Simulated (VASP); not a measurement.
ZrC (wurtzite type):

```
CELL_PARAMETERS angstrom
3.53705 0.00000 0.00000
-1.76853 3.06318 0.00000
0.00000 0.00000 5.76539
ATOMIC_POSITIONS crystal
Zr 0.33333 0.66667 0.00000
Zr 0.66667 0.33333 0.50000
C 0.33333 0.66667 0.37600
C 0.66667 0.33333 0.87600
```

* Program: VASP 6.6.1
* Task: relaxation of cell and atoms
* Functional: PBE
* Potentials or basis: VASP PAW PBE potentials, release 64 (Zr_sv, C)
* Cutoff: 600 eV
* k mesh: 13 × 13 × 7
* Occupations: fermi-dirac, width 0.05 eV
* Spin: no spin polarisation

At the start: pressure 7.6 GPa; volume 15.62 Å³/atom.

Q: How do energy, volume and symmetry change on relaxing?

A: Over 42 steps the energy falls by 253.1 meV/atom and the volume is 15.44 Å³/atom (-1.1 %); space group P6_3mc (No. 186, to 0.05 Å).

The path:
```
step  energy change (eV)  largest force (eV/Å)  pressure (GPa)  volume (Å³)
   1              0.0000                0.3463            7.60        62.47
   3             -0.1131                0.4006           -1.98        66.22
   5             -0.4199                1.1464           -1.07        64.71
   7             -0.4708                2.0671            1.10        63.63
   9             -0.5081                2.5439            4.33        62.37
  11             -0.5657                2.2715            4.35        62.25
  13             -0.5704                2.1222            4.65        62.17
  15             -0.6912                1.7245            2.72        62.43
  17             -0.9523                0.4479           -3.82        63.59
  19             -0.9611                0.2524           -4.93        63.86
  21             -0.9990                0.1792           -0.93        62.19
  23             -1.0024                0.1485            0.34        61.70
  25             -1.0105                0.0742            0.29        61.71
  27             -1.0114                0.0476            0.29        61.71
  29             -1.0122                0.0169           -0.28        61.88
  31             -1.0124                0.0090            0.03        61.77
  33             -1.0124                0.0093           -0.01        61.77
  35             -1.0124                0.0098            0.09        61.75
  37             -1.0124                0.0066            0.02        61.78
  39             -1.0124                0.0062           -0.02        61.79
  41             -1.0124                0.0008           -0.07        61.80
  42             -1.0125                0.0005           -0.01        61.77
```

Final structure:
```cif
data_structure
_symmetry_space_group_name_H-M 'P 1'
_symmetry_Int_Tables_number 1
_cell_length_a 3.8891
_cell_length_b 3.8891
_cell_length_c 4.7160
_cell_angle_alpha 90.000
_cell_angle_beta 90.000
_cell_angle_gamma 120.000
_cell_volume 61.77
loop_
_atom_site_label
_atom_site_type_symbol
_atom_site_fract_x
_atom_site_fract_y
_atom_site_fract_z
_atom_site_occupancy
Zr1 Zr 0.33333 0.66667 0.94224 1
Zr2 Zr 0.66667 0.33333 0.44224 1
C1 C 0.33333 0.66667 0.43376 1
C2 C 0.66667 0.33333 0.93376 1
```
